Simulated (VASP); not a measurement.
A run of VASP 6.6.1 is set up as follows.

The input INCAR:

```
SYSTEM = C
ALGO = Normal
EDIFF = 1E-7
EDIFFG = -0.01
ENCUT = 600
GGA = PE
IBRION = 2
ISIF = 4
ISMEAR = 0
LASPH = .True.
LCHARG = .False.
LREAL = .False.
LWAVE = .False.
NELM = 80
NSW = 50
PREC = Accurate
SIGMA = 0.1
```

Contents of KPOINTS:

```
k-points
0
Gamma
  18 18 6
  0 0 0
```

File POSCAR:

```
C
1.0
    2.4404908824      0.0000000000      0.0000000000
   -1.2202454412      2.1135271019      0.0000000000
    0.0000000000      0.0000000000      8.1737756176
C
4
Direct
    0.0000000000      0.0000000000      0.0025000000
    0.0000000000      0.0000000000      0.5025000000
    0.3333333333      0.6666666667      0.0025000000
    0.6666666667      0.3333333333      0.5025000000
```

Potentials or basis: VASP PAW PBE potentials, release 64 (C).

Launch:

```bash
$ cat potpaw_PBE.64/C/POTCAR > POTCAR
$ mpirun -np 1 vasp_std > vasp.out
```

Estimate the band gap on the k mesh.

zero (filled and empty bands overlap).

The path:
| step | energy change (eV) | largest force (eV/Å) | pressure (GPa) | volume (Å³) |
| --- | --- | --- | --- | --- |
| 1 | 0.0000 | 0.0000 | 7.58 | 42.16 |
| 2 | -0.0318 | 0.0000 | -1.07 | 42.16 |
| 3 | -0.0325 | 0.0000 | -0.02 | 42.16 |

Caveat: this functional lacks dispersion, which binds layers or chains, so the pressure and a relaxed spacing across them are unreliable.
